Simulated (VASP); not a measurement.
# CuO: single point with revPBE

CuO:

```
Cu O
1.0
     2.10222   -2.10506    0.16508
     2.10222    2.10506    0.16508
    -0.40650    0.00000    5.16352
Cu O
2 2
Direct
  0.50000 0.00000 0.50000
  0.00000 0.50000 0.00000
  0.49996 0.50004 0.75000
  0.50004 0.49996 0.25000
```

```json
{"Program": "VASP 6.6.1", "Task": "single point", "Functional": "revPBE", "Potentials or basis": "VASP PAW PBE potentials, release 64 (Cu, O)", "Cutoff": "520 eV", "k mesh": "10 × 10 × 5", "Occupations": "fermi-dirac, width 0.05 eV", "Spin": "no spin polarisation", "Dipole correction": "no", "Further INCAR settings": "ALGO = Normal; EDIFF = 1e-07; NBANDS = 25"}
```

```yaml
Pressure: 0.6 GPa
Band_gap_on_the_k_mesh: zero (bands 17 and 18 overlap by 0.89 eV)
```

Stress tensor (GPa, compression positive):
```
 0.46  0.00 -0.03
 0.00  0.48  0.00
-0.03  0.00  0.85
```

Levels at points of the mesh, in eV from the Fermi level:
| k point | band 14 | band 15 | band 16 | band 17 | band 18 | band 19 | band 20 | band 21 |
| --- | --- | --- | --- | --- | --- | --- | --- | --- |
| (0.00, 0.00, 0.00) | -2.25 | -2.18 | -1.80 | 0.67 | 0.68 | 1.37 | 6.13 | 7.22 |
| (0.50, 0.00, 0.00) | -1.80 | -1.51 | -1.43 | 0.23 | 0.48 | 3.91 | 5.79 | 6.36 |
| (0.50, 0.50, 0.00) | -2.26 | -1.57 | -1.16 | -1.16 | 1.10 | 2.32 | 7.28 | 9.68 |

It took 3.3 min on 1 thread of Intel Xeon 8259CL, on a shared host, peak memory 0.26 GiB.

Caveat: the PAW data sets were made with another functional, which shifts forces and pressure a little; semilocal functionals often make such compounds metallic where correlation or magnetic order opens a gap, which also shifts bond lengths. With open d or f shells a metallic result of revPBE can be an artefact of self-interaction; +U or a hybrid may open a gap.
